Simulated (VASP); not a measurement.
A run of VASP 6.6.1 is set up as follows.

File INCAR:

```
PREC     = Accurate       # precision mode
ENCUT    = 520            # plane-wave cutoff, eV
EDIFF    = 1E-7           # SCF threshold, eV
ISMEAR   = -1             # smearing method
SIGMA    = 0.02           # smearing width, eV
LREAL    = False          # projectors in reciprocal space
LASPH    = True           # aspherical terms in the spheres
NELM     = 60             # most SCF steps
ALGO     = Normal         # electronic algorithm
ISIF     = 2              # what is computed and relaxed
LWAVE    = False          # write WAVECAR
LCHARG   = False          # write CHGCAR
GGA      = PE             # functional
NBANDS   = 16             # bands
```

The input KPOINTS:

```
Automatic mesh
0
Gamma
  11 11 6
```

Contents of POSCAR:

```
AlN
1.0
    3.0487821086      0.0000000000      0.0000000000
   -1.5243910543      2.6403227566      0.0000000000
    0.0000000000      0.0000000000      4.9780000000
Al N
2 2
Direct
    0.3333333333      0.6666666667      0.0000000000
    0.6666666667      0.3333333333      0.5000000000
    0.3333333333      0.6666666667      0.3850000000
    0.6666666667      0.3333333333      0.8850000000
```

Potentials or basis: VASP PAW PBE potentials, release 64 (Al, N).

Launch:

```console
$ cat potpaw_PBE.64/Al/POTCAR potpaw_PBE.64/N/POTCAR > POTCAR
$ mpirun -np 1 vasp_std > vasp.out
```

Problem. What does it give for the band gap on the k mesh?

Solution. 4.57 eV, direct.

Problem. What does it give for the largest force?

Solution. 0.444 eV/Å.

Problem. What does it give for the pressure?

Solution. 13.4 GPa.

Forces on the atoms (eV/Å):
```
Al   0.000  0.000  0.444
Al   0.000  0.000  0.444
N    0.000  0.000 -0.444
N    0.000  0.000 -0.444
```

Caveat: the cell differs from its parent crystal (equal xx and yy strain of -2 %). A k mesh can miss the band edges.
